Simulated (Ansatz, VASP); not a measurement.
# Two plane-wave programs on GaP

```
CELL_PARAMETERS angstrom
1.91462 1.10541 6.35900
-1.91462 1.10541 6.35900
0.00000 -2.21081 6.35900
ATOMIC_POSITIONS crystal
Ga 0.43581 0.43581 0.43581
Ga 0.56419 0.56419 0.56419
P 0.05780 0.05780 0.05780
P 0.94220 0.94220 0.94220
```

Alike in both runs: functional PBEsol; k mesh 12 × 12 × 12; occupations gaussian, width 0.02 eV; no spin polarisation.

Ansatz relaxed the structure, and its values are those at the end. VASP's run is a single point on that final structure, the one shown.

```csv
,VASP,Ansatz
version,VASP 6.6.1,Ansatz 0.2.0
potentials or method,"VASP PAW PBE potentials, release 64 (Ga_d, P), cutoff 520 eV","scalar-relativistic, plane waves, PAW"
valence electrons in the cell,36,36
```

Ansatz gave:

| Quantity | Value |
| --- | --- |
| gap on the k mesh at the Fermi level (eV) | 0.68 |
| least direct gap on the mesh (eV) | 1.15 |
| pressure (GPa) | 0.0 |
| rms of the force components (eV/Å) | 0.001 |

Estimate VASP's values.

gap on the k mesh at the Fermi level (eV): 0.69; least direct gap on the mesh (eV): 1.15; pressure (GPa): 0.0; rms of the force components (eV/Å): 0.005.

VASP's potentials were made for PBE, not for PBEsol.
